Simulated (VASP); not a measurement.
## HfC: single point with RPBE+D3(BJ)

The system is HfC.

```
Hf C
1.0
     0.00000    2.24091    2.24091
     2.24091    0.00000    2.24091
     2.24091    2.24091    0.00000
Hf C
1 1
Direct
  0.50000 0.50000 0.50000
  0.00000 0.00000 0.00000
```

* Program: VASP 6.6.1
* Task: single point
* Functional: RPBE
* Dispersion: D3(BJ)
* Potentials or basis: VASP PAW PBE potentials, release 64 (Hf_pv, C)
* Cutoff: 520 eV
* k mesh: 10 × 10 × 10
* Occupations: fermi-dirac, width 0.05 eV
* Spin: no spin polarisation
* Dipole correction: no
* Further INCAR settings: ALGO = Normal; EDIFF = 1e-07; NBANDS = 14

```
Pressure                   : -0.2 GPa
Band gap on the k mesh     : zero (band 7 reaches 8.00 eV, above the bottom of band 8 at 6.55 eV)
Dispersion energy per atom : -2.577 eV
```

Levels at points of the mesh, in eV from the Fermi level:
| k point | band 3 | band 4 | band 5 | band 6 | band 7 | band 8 | band 9 | band 10 | band 11 | band 12 |
| --- | --- | --- | --- | --- | --- | --- | --- | --- | --- | --- |
| (0.00, 0.00, 0.00) | -29.08 | -12.93 | 1.04 | 1.04 | 1.04 | 1.42 | 1.42 | 1.42 | 3.73 | 3.73 |
| (0.50, 0.00, 0.00) | -29.17 | -8.51 | -6.67 | -3.40 | -3.40 | 6.00 | 6.00 | 6.54 | 7.08 | 12.92 |
| (0.50, 0.50, 0.00) | -29.42 | -11.01 | -2.45 | -2.18 | 0.02 | 0.02 | 5.97 | 7.68 | 7.68 | 9.95 |

Run time: 21 s on 1 thread of AMD EPYC 7R43 64-Core Processor (Zen 3), on a shared host, peak memory 0.12 GiB.

Caveat: the PAW data sets were made with another functional, which shifts forces and pressure a little; spin-orbit coupling is left out, which moves the levels of the heavy elements; pairwise dispersion overbinds metals, which lowers pressure and volume.
